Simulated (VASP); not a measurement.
Input of a VASP 6.6.1 run:

The input INCAR:

```
SYSTEM = AlN
  PREC = Accurate
  ENCUT = 520
  EDIFF = 1E-6
  ISMEAR = -1
  SIGMA = 0.1
  LREAL = .False.
  LASPH = .True.
  NELM = 60
  ALGO = Normal
  ISIF = 2
  LWAVE = .False.
  LCHARG = .False.
  NBANDS = 11
```

Contents of KPOINTS:

```
Automatic mesh
0
Gamma
  15 15 15
  0 0 0
```

POSCAR

```
AlN
1.0
    0.0000000000      1.9218087507      1.9218087507
    1.9218087507      0.0000000000      1.9218087507
    1.9218087507      1.9218087507      0.0000000000
Al N
1 1
Direct
    0.0000000000      0.0000000000      0.0000000000
    0.5000000000      0.5000000000      0.5000000000
```

Potentials or basis: VASP PAW LDA potentials, release 64 (Al, N).

Launch:

```sh
$ cat potpaw_LDA.64/Al/POTCAR potpaw_LDA.64/N/POTCAR > POTCAR
$ mpirun -np 1 vasp_std > vasp.out
```

Task: What does it give for the pressure?

Result: 46.7 GPa.

Task: What does it give for the band gap on the k mesh?

Result: 4.91 eV, indirect (least direct gap 8.12 eV).

 A k mesh can miss the band edges.
